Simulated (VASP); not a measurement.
Set up this calculation in VASP 6.6.1, as the native input.

- Task: relaxation of cell and atoms
- Functional: PBE
- Potentials or basis: VASP PAW PBE potentials, release 64 (Sc_sv, Te)
- Cutoff: 600 eV
- k mesh: 4 × 4 × 4
- Occupations: gaussian, width 0.1 eV
- Spin: no spin polarisation
- Dipole correction: no
- Further INCAR settings: ALGO = Normal; EDIFF = 1e-06; IBRION = 2; EDIFFG = -0.04; NSW = 90; ISIF = 3

The structure of Sc3Te lies in POSCAR:

```
Sc3Te
1.0
    0.0000000000      3.5682048700      3.5682048700
    3.5682048700      0.0000000000      3.5682048700
    3.5682048700      3.5682048700      0.0000000000
Sc Te
3 1
Direct
    0.2500000000      0.2500000000      0.2500000000
    0.7500000000      0.7500000000      0.7500000000
    0.5000000000      0.5000000000      0.5000000000
    0.0000000000      0.0000000000      0.0000000000
```

The input as run:

INCAR

```
SYSTEM = Sc3Te
PREC = Accurate
ENCUT = 600
EDIFF = 1E-6
ISMEAR = 0
SIGMA = 0.1
LREAL = .False.
LASPH = .True.
NELM = 60
ALGO = Normal
ISIF = 3
LWAVE = .False.
LCHARG = .False.
GGA = PE
IBRION = 2
NSW = 90
EDIFFG = -0.04
```

KPOINTS

```
Automatic mesh
0
Gamma
  4 4 4
  0 0 0
```

Potentials or basis: VASP PAW PBE potentials, release 64 (Sc_sv, Te).

Command:

```console
$ cat potpaw_PBE.64/Sc_sv/POTCAR potpaw_PBE.64/Te/POTCAR > POTCAR
$ mpirun -np 1 vasp_std > vasp.out
```

Results of the run:

```
Pressure after relaxing : 0.0 GPa
```

Caveat: the k points lie up to 0.38 Å⁻¹ apart in the final cell; the relaxation stopped at its first step, so nothing moved.

Wall time 21 s on 1 thread of Intel(R) Xeon(R) 6975P-C (Granite Rapids), with other jobs on the host, peak memory 0.24 GiB.
